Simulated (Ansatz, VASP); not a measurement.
# CsPbBr3 in VASP and in Ansatz

The input INCAR:

```
SYSTEM = CsPbBr3
  PREC = Accurate
  ENCUT = 520
  EDIFF = 1E-6
  ISMEAR = -1
  SIGMA = 0.05
  LREAL = .FALSE.
  LASPH = .TRUE.
  NELM = 100
  ALGO = Normal
  ISIF = 2
  LWAVE = .FALSE.
  LCHARG = .FALSE.
  GGA = PS
  NBANDS = 30
```

The input KPOINTS:

```
Automatic mesh
0
G
  4 4 4
  0 0 0
```

POSCAR

```
CsPbBr3
1.0
    5.8700000000      0.0000000000      0.0000000000
    0.0000000000      5.8700000000      0.0000000000
    0.0000000000      0.0000000000      5.8700000000
Pb Cs Br
1 1 3
Direct
    0.5000000000      0.5000000000      0.5000000000
    0.0000000000      0.0000000000      0.0000000000
    0.5000000000      0.5000000000      0.0000000000
    0.5000000000      0.0000000000      0.5000000000
    0.0000000000      0.5000000000      0.5000000000
```

Contents of input.yaml:

```yaml
crystal:
  lattice:
    - [5.87, 0.0, 0.0]
    - [0.0, 5.87, 0.0]
    - [0.0, 0.0, 5.87]
  atoms:
    - { symbol: Pb, position: [0.5, 0.5, 0.5] }
    - { symbol: Cs, position: [0.0, 0.0, 0.0] }
    - { symbol: Br, position: [0.5, 0.5, 0.0] }
    - { symbol: Br, position: [0.5, 0.0, 0.5] }
    - { symbol: Br, position: [0.0, 0.5, 0.5] }
hamiltonian:
  xc: pbesol
  pseudopotentials: { kind: paw }
kpoints:
  mp_grid: { grid: [4, 4, 4] }
  band_path:
    path:
      - [[0.0, 0.0, 0.0], [0.0, 0.5, 0.0], [0.5, 0.5, 0.0], [0.0, 0.0, 0.0], [0.5, 0.5, 0.5], [0.0, 0.5, 0.0]]
      - [[0.5, 0.5, 0.0], [0.5, 0.5, 0.5]]
    npoints: 14
scf:
  occupations: { method: fermi_dirac, width: 0.05 }
  n_extra_bands: 12
output:
  forces: true
  stress: true
  eigenvalues: true
  fatbands: false
  write_density: true
  write_potential: true
  elf: true
  volumetric_format: npy
```

Alike in both runs: functional PBEsol; k mesh 4 × 4 × 4; occupations fermi-dirac, width 0.05 eV; no spin polarisation.

|  | VASP | Ansatz |
| --- | --- | --- |
| version | VASP 6.6.1 | Ansatz 0.2.0 |
| potentials or method | VASP PAW PBE potentials, release 64 (Pb_d, Cs_sv, Br) | Ansatz PAW |
| plane-wave cutoff (eV) | 520 | 420 |
| valence electrons in the cell | 44 | 44 |
| task | single point | band structure |

|  | VASP | Ansatz | Ansatz less VASP |
| --- | --- | --- | --- |
| gap on the k mesh at the Fermi level (eV) | 1.42 | 1.42 | -0.001 |
| least direct gap on the mesh (eV) | 1.42 | 1.42 | -0.001 |
| pressure (GPa) | 0.1 | 0.1 | 0.00 |

VASP's potentials were made for PBE, not for PBEsol.

Neither program's run includes spin-orbit coupling.
